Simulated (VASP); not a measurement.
# TiAl3: single point with PBE

TiAl3:

```
Ti Al
1.0
    -1.75757    1.75757    3.92256
     1.75757   -1.75757    3.92256
     1.75757    1.75757   -3.92256
Ti Al
1 3
Direct
  0.00000 0.00000 0.00000
  0.50000 0.50000 0.00000
  0.75000 0.25000 0.50000
  0.25000 0.75000 0.50000
```

| Quantity | Value |
| --- | --- |
| Program | VASP 6.6.1 |
| Task | single point |
| Functional | PBE |
| Potentials or basis | VASP PAW PBE potentials, release 64 (Ti_sv, Al) |
| Cutoff | 520 eV |
| k mesh | 16 × 16 × 16 |
| Occupations | gaussian, width 0.1 eV |
| Spin | no spin polarisation |

The pressure is 49.9 GPa and the band gap on the k mesh is zero (an odd number of electrons rules out a gap without spin polarisation).

Levels at points of the mesh, in eV from the Fermi level:
```csv
k point,band 8,band 9,band 10,band 11,band 12,band 13,band 14,band 15
"(0.00, 0.00, 0.00)",-2.00,-1.51,-1.51,1.04,2.33,2.40,2.40,4.25
"(0.50, 0.00, 0.00)",-2.82,-1.27,-0.42,0.63,2.54,2.56,3.60,3.65
"(0.50, 0.50, 0.00)",-4.42,-2.80,-2.33,-1.29,2.52,2.70,3.29,3.78
"(0.50, 0.50, 0.50)",-0.76,-0.76,-0.41,0.78,0.78,1.25,3.55,7.24
```

It took 23 min on 1 thread of Intel Xeon 8259CL, with other jobs on the host, peak memory 0.43 GiB.

Caveat: the cell stands under pressure.
